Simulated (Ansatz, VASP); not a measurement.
**MgBe2Te3: VASP beside Ansatz**

```
CELL_PARAMETERS angstrom
7.74175 0.00000 0.00000
-3.87088 6.70455 0.00000
0.00000 0.00000 3.28441
ATOMIC_POSITIONS crystal
Mg 0.00000 0.00000 0.61070
Be 0.66667 0.33333 0.86498
Be 0.33333 0.66667 0.86498
Te 0.50000 0.50000 0.61766
Te 0.50000 0.00000 0.61766
Te 0.00000 0.50000 0.61766
```

Change from the starting cell: species swapped into the ErCo3Ge2 type (P6mm, No. 183).

Alike in both runs: functional PBE; k mesh 6 × 6 × 12; occupations gaussian, width 0.1 eV; no spin polarisation.

Ansatz relaxed the structure, and its values are those at the end. VASP's run is a single point on that final structure, the one shown.

|  | VASP | Ansatz |
| --- | --- | --- |
| version | VASP 6.6.1 | Ansatz 0.2.0 |
| potentials or method | VASP PAW PBE potentials, release 64 (Mg, Be, Te), cutoff 520 eV | scalar-relativistic, plane waves, PAW |
| valence electrons in the cell | 24 | 62 |

VASP gave:

- gap on the k mesh at the Fermi level (eV): none
- pressure (GPa): 0.1
- rms of the force components (eV/Å): 0.008

What did Ansatz give for the same quantities?

gap on the k mesh at the Fermi level (eV): none; pressure (GPa): 0.0; rms of the force components (eV/Å): 0.000.

A gap of «none» marks a metal or a gap that the smearing closes. VASP's potentials hold 24 valence electrons a cell and Ansatz's 62, so a difference there can come from the potentials and not from the codes.

Neither program's run includes spin-orbit coupling.
